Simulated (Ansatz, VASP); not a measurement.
# Two plane-wave programs on CoH4

```
Co H
1.0
    -1.89398    1.89398    1.89398
     1.89398   -1.89398    1.89398
     1.89398    1.89398   -1.89398
Co H
1 4
Direct
  0.00000 0.00000 0.00000
  0.50000 0.50000 0.50000
  0.50000 0.00000 0.00000
  0.00000 0.00000 0.50000
  0.00000 0.50000 0.00000
```

Change from the starting cell: species swapped into the Hg4Pt type (Im-3m, No. 229).

Alike in both runs: functional PBE; k mesh 4 × 4 × 4; occupations gaussian, width 0.15 eV; collinear spin.

Ansatz relaxed the structure, and its values are those at the end. VASP's run is a single point on that final structure, the one shown.

```csv
,VASP,Ansatz
version,VASP 6.6.1,Ansatz 0.2.0
potentials or method,"VASP PAW PBE potentials, release 64 (Co, H), cutoff 600 eV","scalar-relativistic, plane waves, PAW"
valence electrons in the cell,13,21
```

|  | VASP | Ansatz | Ansatz less VASP |
| --- | --- | --- | --- |
| gap on the k mesh at the Fermi level (eV) | none | none | - |
| pressure (GPa) | -0.4 | -0.3 | +0.16 |
| net moment per atom (μB) | 0.15 | 0.15 | 0.000 |
| size of the moment on the site where the two differ most (μB) | 0.71 | 0.57 | -0.144 |

Site moments also hang on the region over which each program counts them. A gap of «none» marks a metal or a gap that the smearing closes. VASP's potentials hold 13 valence electrons a cell and Ansatz's 21, so a difference there can come from the potentials and not from the codes.

The k mesh is coarse, so the values compare programs but aren't converged.
